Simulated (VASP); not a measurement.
# WSe2 (P1) in VASP: single point with r2SCAN

Aim: the single point of WSe2 with r2SCAN.

All numbers are computed with VASP 6.6.1; they aren't measurements. Logs are shortened: lines on timing, memory, paths and dates and some standing lists are left out, and cuts for length are marked.

### 1 The cell of the first run

The typed cell holds 12 atoms: a = 6.594 Å, b = 6.594 Å, c = 7.184 Å, α = 90.00°, β = 90.00°, γ = 120.00°.

### 2 Single point, r2SCAN

File POSCAR:

```
WSe2
1.0
    6.5944267511      0.0000000000      0.0000000000
   -3.2972133755      5.7109410898      0.0000000000
    0.0000000000      0.0000000000      7.1842727630
W Se
4 8
Direct
   -0.0070514533      0.0015669922     -0.0039686689
    0.0082255693      0.4894384229     -0.0029174839
    0.4886048796     -0.0010830089      0.0083387703
    0.5065540823      0.5090943777     -0.0005976945
    0.1746196870      0.3293810898      0.2261581727
    0.1680404632      0.3206560830      0.7491459717
    0.1585318757      0.8290985541      0.2314628154
    0.1742788534      0.8403478384      0.7597342389
    0.6700893285      0.3282101795      0.2377086807
    0.6623799778      0.3310562953      0.7760969250
    0.6713073248      0.8401279097      0.2470027320
    0.6626225092      0.8500774082      0.7706999974
```

File INCAR.step1:

```
SYSTEM = WSe2
ALGO = Normal
EDIFF = 1E-4
ENCUT = 520
GGA = PE
ISMEAR = -1
LASPH = .TRUE.
LCHARG = .FALSE.
LREAL = .FALSE.
LWAVE = .TRUE.
NBANDS = 64
NELM = 80
PREC = Accurate
SIGMA = 0.069
```

File INCAR.step2:

```
SYSTEM = WSe2
ALGO = Normal
EDIFF = 1E-7
ENCUT = 520
ISIF = 2
ISMEAR = -1
ISTART = 1
LASPH = .TRUE.
LCHARG = .FALSE.
LMIXTAU = .TRUE.
LREAL = .FALSE.
LWAVE = .FALSE.
METAGGA = R2SCAN
NBANDS = 64
NELM = 80
PREC = Accurate
SIGMA = 0.069
```

File KPOINTS:

```
k-points
0
G
  3 3 2
  0 0 0
```

Potentials or basis: VASP PAW PBE potentials, release 64 (W_sv, Se).

Started as:

```console
$ cat potpaw_PBE.64/W_sv/POTCAR potpaw_PBE.64/Se/POTCAR > POTCAR
$ cp INCAR.step1 INCAR
$ mpirun -np 1 vasp_std > vasp.out
$ cp INCAR.step2 INCAR
$ mpirun -np 1 vasp_std > vasp.out
```

OUTCAR:

```text
SYSTEM = WSe2
   EDIFF = 1E-7
   ENCUT = 520
   ISIF = 2
   ISMEAR = -1
   ISTART = 1
   LASPH = .TRUE.
   LREAL = .FALSE.
   METAGGA = R2SCAN
   NELM = 80
   PREC = Accurate

 ion  position               nearest neighbor table
   1  0.993  0.002  0.996-  12 2.49   5 2.50   6 2.55   7 2.57  11 2.57   8 2.59   2 3.17   4 3.23
                             3 3.28   3 3.32   4 3.37   2 3.43
   2  0.008  0.489  0.997-   5 2.49  10 2.54   7 2.57   6 2.59   9 2.59   8 2.63   1 3.17   4 3.22
                             3 3.27   3 3.34   4 3.37   1 3.43
   3  0.489  0.999  0.008-   7 2.47   9 2.50  12 2.51  10 2.53   8 2.53  11 2.60   2 3.27   1 3.28
                             4 3.29   4 3.31   1 3.32   2 3.34
   4  0.507  0.509  0.999-  10 2.49   5 2.50  12 2.55  11 2.60   9 2.61   6 2.64   2 3.22   1 3.23
                             3 3.29   3 3.31   1 3.37   2 3.37
   5  0.175  0.329  0.226-   2 2.49   1 2.50   4 2.50
   6  0.168  0.321  0.749-   1 2.55   2 2.59   4 2.64
   7  0.159  0.829  0.231-   3 2.47   1 2.57   2 2.57
   8  0.174  0.840  0.760-   3 2.53   1 2.59   2 2.63
   9  0.670  0.328  0.238-   3 2.50   2 2.59   4 2.61
  10  0.662  0.331  0.776-   4 2.49   3 2.53   2 2.54
  11  0.671  0.840  0.247-   1 2.57   4 2.60   3 2.60
  12  0.663  0.850  0.771-   1 2.49   3 2.51   4 2.55

  LATTYP: Found a hexagonal cell.
 ALAT       =     6.5944267511
 C/A-ratio  =     1.0894461390

  Lattice vectors:

 A1 = (   6.5944267511,   0.0000000000,   0.0000000000)
 A2 = (  -3.2972133755,   5.7109410898,   0.0000000000)
 A3 = (   0.0000000000,   0.0000000000,   7.1842727630)

Analysis of symmetry for initial positions (statically):
=====================================================================
 Subroutine PRICEL returns:
 Original cell was already a primitive cell.

 Routine SETGRP: Setting up the symmetry group for a
 hexagonal supercell.

 Subroutine GETGRP returns: Found  1 space group operations
 (whereof  1 operations were pure point group operations)
 out of a pool of 24 trial point group operations.

The static configuration has the point symmetry C_1 .

Analysis of symmetry for dynamics (positions and initial velocities):
=====================================================================
 Subroutine PRICEL returns:
 Original cell was already a primitive cell.

 Routine SETGRP: Setting up the symmetry group for a
 hexagonal supercell.

 Subroutine GETGRP returns: Found  1 space group operations
 (whereof  1 operations were pure point group operations)
 out of a pool of 24 trial point group operations.

The dynamic configuration has the point symmetry C_1 .

 Subroutine INISYM returns: Found  1 space group operations
 (whereof  1 operations are pure point group operations),
 and found     1 'primitive' translations

----------------------------------------------------------------------------------------

                                     Primitive cell

  volume of cell :     270.5625

  direct lattice vectors                    reciprocal lattice vectors
     6.594426751  0.000000000  0.000000000     0.151643204  0.087551245  0.000000000
    -3.297213376  5.710941090  0.000000000     0.000000000  0.175102489  0.000000000
     0.000000000  0.000000000  7.184272763     0.000000000  0.000000000  0.139192933

  length of vectors
     6.594426751  6.594426751  7.184272763     0.175102489  0.175102489  0.139192933

  position of ions in fractional coordinates (direct lattice)
     0.992948547  0.001566992  0.996031331
     0.008225569  0.489438423  0.997082516
     0.488604880  0.998916991  0.008338770
     0.506554082  0.509094378  0.999402305
     0.174619687  0.329381090  0.226158173
     0.168040463  0.320656083  0.749145972
     0.158531876  0.829098554  0.231462815
     0.174278853  0.840347838  0.759734239
     0.670089328  0.328210179  0.237708681
     0.662379978  0.331056295  0.776096925
     0.671307325  0.840127910  0.247002732
     0.662622509  0.850077408  0.770699997

  ion indices of the primitive-cell ions
   primitive index   ion index
                 1           1
                 2           2
                 3           3
                 4           4
                 5           5
                 6           6
                 7           7
                 8           8
                 9           9
                10          10
                11          11
                12          12

----------------------------------------------------------------------------------------

 KPOINTS: k-points

Automatic generation of k-mesh.
 Grid dimensions read from file:
 generate k-points for:    3    3    2

 Generating k-lattice:

  Cartesian coordinates                     Fractional coordinates (reciprocal lattice)
     0.050547735  0.029183748  0.000000000     0.333333333 -0.000000000  0.000000000
     0.000000000  0.058367496  0.000000000     0.000000000  0.333333333  0.000000000
     0.000000000  0.000000000  0.069596467     0.000000000  0.000000000  0.500000000

  Length of vectors
     0.058367496  0.058367496  0.069596467

  Shift w.r.t. Gamma in fractional coordinates (k-lattice)
     0.000000000  0.000000000  0.000000000

 Subroutine IBZKPT returns following result:
 ===========================================

 Found     10 irreducible k-points:

 Following reciprocal coordinates:
            Coordinates               Weight
  0.000000  0.000000  0.000000      1.000000
  0.333333 -0.000000  0.000000      2.000000
  0.000000  0.333333  0.000000      2.000000
 -0.333333  0.333333  0.000000      2.000000
  0.333333  0.333333  0.000000      2.000000
  0.000000  0.000000  0.500000      1.000000
  0.333333 -0.000000  0.500000      2.000000
  0.000000  0.333333  0.500000      2.000000
 -0.333333  0.333333  0.500000      2.000000
  0.333333  0.333333  0.500000      2.000000
   k-points           NKPTS =     10   k-points in BZ     NKDIM =     10   number of bands    NBANDS=     64
   number of dos      NEDOS =    301   number of ions     NIONS =     12
   total plane-waves  NPLWV = 135000
   dimension x,y,z NGX =    50 NGY =   50 NGZ =   54
   dimension x,y,z NGXF=   100 NGYF=  100 NGZF=  108
   ions per type =               4   8
   NGX,Y,Z   is equivalent  to a cutoff of  12.61, 12.61, 12.50 a.u.
   NGXF,Y,Z  is equivalent  to a cutoff of  25.21, 25.21, 24.99 a.u.
 SYSTEM =  WSe2
   PREC   = accura    normal or accurate (medium, high low for compatibility)
   ISTART =      1    job   : 0-new  1-cont  2-samecut
   ICHARG =      0    charge: 1-file 2-atom 10-const
   ISPIN  =      1    spin polarized calculation?
   LNONCOLLINEAR =      F non collinear calculations
   LSORBIT =      F    spin-orbit coupling
   LASPH  =      T    aspherical Exc in radial PAW
   ENCUT  =  520.0 eV  38.22 Ry    6.18 a.u.  12.26 12.26 13.36*2*pi/ulx,y,z
   NELM   =     80;   NELMIN=  2; NELMDL=  0     # of ELM steps
   EDIFF  = 0.1E-06   stopping-criterion for ELM
   LREAL  =      F    real-space projection
   EDIFFG = 0.1E-05   stopping-criterion for IOM
   NSW    =      0    number of steps for IOM
   IBRION =     -1    ionic relax: 0-MD 1-quasi-New 2-CG
   NFREE  =      0    steps in history (QN), initial steepest desc. (CG)
   ISIF   =      2    stress and relaxation
   ISYM   =      2    0-nonsym 1-usesym 2-fastsym
   POTIM  = 0.5000    time-step for ionic-motion
   TEBEG  =    0.0;   TEEND  =   0.0 temperature during run
   PSTRESS=    0.0 pullay stress
   NELECT =     104.0000    total number of electrons
   NUPDOWN=      -1.0000    fix difference up-down
   EMIN   =  10.00;   EMAX   =-10.00  energy-range for DOS
   EFERMI =   0.00;   METHOD = LEGACY
   ISMEAR =    -1;   SIGMA  =   0.07  broadening in eV -4-tet -1-fermi 0-gaus
   EFERMI_NEDOS =   21; number of points for ismear=-14 and -15
   IALGO  =     38    algorithm
   IMIX   =      4    mixing-type and parameters
     AMIX     =   0.40;   BMIX     =  1.00
     AMIX_MAG =   1.60;   BMIX_MAG =  1.00
  volume/ion in A,a.u.               =      22.55       152.15
  Fermi-wavevector in a.u.,A,eV,Ry     =   1.190319  2.249377 19.277547  1.416860
  Thomas-Fermi vector in A             =   2.326407
   LORBIT       =      0    0 simple, 1 ext, 2 COOP (PROOUT), +10 PAW based schemes
   METAGGA = R2SCAN    functional components
   LHFCALC =     F    Hartree Fock is set to
   AEXX    =    0.0000 exact exchange contribution
   IVDW    =     0    specifies the selected vdW correction
   LEPSILON=     F    determine dielectric tensor
   LRPA    =     F    only Hartree local field effects (RPA)
 non-spin polarized calculation
  energy-cutoff  :      520.00
  volume of cell :      270.56
 maximum number of plane-waves:      7358
 NGX is ok and might be reduce to    50
   NGX = 25   NGY = 25   NGZ = 27

 number of electron     103.9999995 magnetization

 Free energy of the ion-electron system (eV)
  ---------------------------------------------------
  ext. energy  EPLUGINS =         0.00000000
  ---------------------------------------------------
  free energy    TOTEN  =      -326.50091845 eV

  energy without entropy =     -326.50086016  energy(sigma->0) =     -326.50088930

 E-fermi :   5.3579     XC(G=0): -10.6374

 val. band max:        4.7300328127   @ k =   0.3333   0.3333   0.5000
 cond. band min:       5.9690672799   @ k =   0.3333   0.3333   0.0000
 fundamental gap:      1.2390344672
 Fermi energy:         5.3578643353

 k-point     1 :       0.0000    0.0000    0.0000
  band No.  band energies     occupation
      1     -71.3814      2.00000
      2     -71.3583      2.00000
      3     -71.3424      2.00000
      4     -71.3265      2.00000
      5     -35.0689      2.00000
      6     -35.0568      2.00000
[... 56 lines left out ...]
     63       8.6304      0.00000
     64       8.9195      0.00000

 k-point     2 :       0.3333   -0.0000    0.0000
  band No.  band energies     occupation
      1     -71.3809      2.00000
      2     -71.3585      2.00000
      3     -71.3423      2.00000
      4     -71.3270      2.00000
      5     -35.0395      2.00000
      6     -35.0271      2.00000
[... 592 lines left out ...]
     63       7.6065      0.00000
     64       8.5847      0.00000

------------------------ aborting loop because EDIFF is reached ----------------------------------------

  FORCE on cell =-STRESS in cart. coord.  units (eV):
  Direction    XX          YY          ZZ          XY          YZ          ZX
  --------------------------------------------------------------------------------------
  -------------------------------------------------------------------------------------
  Total        1.1024944      0.8003732     -3.2680989      0.2602327      1.0843915     -1.1095568
  in kB        6.5285905      4.7395335    -19.3525513      1.5410081      6.4213913     -6.5704117
  external PRESSURE =      -2.6948091 kB  Pullay stress =       0.0000000 kB

 VOLUME and BASIS-vectors are now :
 -----------------------------------------------------------------------------
  energy-cutoff  :      520.00
  volume of cell :      270.56
      direct lattice vectors                 reciprocal lattice vectors
     6.594426751  0.000000000  0.000000000     0.151643204  0.087551245  0.000000000
    -3.297213376  5.710941090  0.000000000     0.000000000  0.175102489  0.000000000
     0.000000000  0.000000000  7.184272763     0.000000000  0.000000000  0.139192933

 POSITION                                       TOTAL-FORCE (eV/Angst)
 -----------------------------------------------------------------------------------
      6.54276      0.00895      7.15576         0.988100     -0.342849      0.144244
     -1.55954      2.79515      7.16331        -0.966910      0.894864     -0.354879
     -0.07157      5.70476      0.05991         1.076008      0.053628     -0.338052
      1.66184      2.90741      7.17998        -0.213185     -0.296478      0.154295
      0.06548      1.88108      1.62478        -0.090741      0.162286      0.374843
      0.05086      1.83125      5.38207        -0.046057      0.795580      1.218747
     -1.68829      4.73493      1.66289        -0.297803     -0.423340     -0.165623
     -1.62154      4.79918      5.45814        -0.517823     -0.759744      0.934654
      3.33668      1.87439      1.70776        -0.127886      0.690846     -0.540058
      3.27645      1.89064      5.57569         0.366482      0.246515     -0.263203
      1.65681      4.79792      1.77453        -0.270736     -0.250357     -1.141284
      1.56673      4.85474      5.53692         0.100551     -0.770951     -0.023686
 -----------------------------------------------------------------------------------
    total drift:                               -0.000106      0.000088      0.001822

  FREE ENERGIE OF THE ION-ELECTRON SYSTEM (eV)
  ---------------------------------------------------
  free  energy   TOTEN  =      -326.5009184452 eV

  energy  without entropy=     -326.5008601567  energy(sigma->0) =     -326.50088930
```

Wall time 20 min (1 thread of AMD EPYC 7R13 (Zen 3), shared host); peak memory 0.41 GiB.

What came out:

* Free energy: -326.5009 eV
* Pressure: -0.3 GPa
* Largest force: 1.456 eV/Å
* Band gap on the k mesh: 1.24 eV

Forces on the atoms (eV/Å):
```
W    0.988 -0.343  0.144
W   -0.967  0.895 -0.355
W    1.076  0.054 -0.338
W   -0.213 -0.296  0.154
Se  -0.091  0.162  0.375
Se  -0.046  0.796  1.219
Se  -0.298 -0.423 -0.166
Se  -0.518 -0.760  0.935
Se  -0.128  0.691 -0.540
Se   0.366  0.247 -0.263
Se  -0.271 -0.250 -1.141
Se   0.101 -0.771 -0.024
```

Levels at points of the mesh, in eV from the valence-band top:
| k point | band 49 | band 50 | band 51 | band 52 | band 53 | band 54 | band 55 | band 56 |
| --- | --- | --- | --- | --- | --- | --- | --- | --- |
| (0.00, 0.00, 0.00) | -1.10 | -1.06 | -0.99 | -0.72 | 2.35 | 2.49 | 2.50 | 2.59 |
| (0.00, 0.00, 0.50) | -0.94 | -0.90 | -0.88 | -0.02 | 2.37 | 2.50 | 2.52 | 2.82 |

Caveat: the k points lie up to 0.44 Å⁻¹ apart; the PAW data sets were made with another functional, which shifts forces and pressure a little; spin-orbit coupling is left out, which moves the levels of the heavy elements. A k mesh can miss the band edges.
